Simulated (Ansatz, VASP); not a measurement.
**Te2Mo in VASP and in Ansatz**

```
CELL_PARAMETERS angstrom
3.51820 0.00000 0.00000
-1.75910 3.04685 0.00000
0.00000 0.00000 13.97360
ATOMIC_POSITIONS crystal
Te 0.66667 0.33333 0.37900
Te 0.33333 0.66667 0.87900
Te 0.66667 0.33333 0.12100
Te 0.33333 0.66667 0.62100
Mo 0.66667 0.33333 0.75000
Mo 0.33333 0.66667 0.25000
```

Alike in both runs: functional LDA; k mesh 9 × 9 × 2; occupations fermi-dirac, width 0.05 eV; no spin polarisation.

|  | VASP | Ansatz |
| --- | --- | --- |
| version | VASP 6.6.1 | Ansatz 0.2.0 |
| potentials or method | VASP PAW LDA potentials, release 64 (Te, Mo_sv), cutoff 520 eV | all-electron LAPW, scalar-relativistic |
| task | single point | band structure |

```csv
,VASP,Ansatz,Ansatz less VASP
gap on the k mesh at the Fermi level (eV),0.75,0.76,+0.011
least direct gap on the mesh (eV),1.03,1.03,0.000
pressure (GPa),-2.8,-3.0,-0.19
"traceless stress, the component that is largest in VASP (GPa)",0.15,0.05,-0.098
rms of the force components (eV/Å),0.113,0.136,+0.0234
```

LDA's correlation is that of Perdew and Zunger in VASP and of Perdew and Wang (1992) in Ansatz. Atom by atom the forces differ by 0.023 eV/Å (rms over components). Ansatz ran all-electron here, and VASP with PAW potentials.

Neither program's run includes spin-orbit coupling.
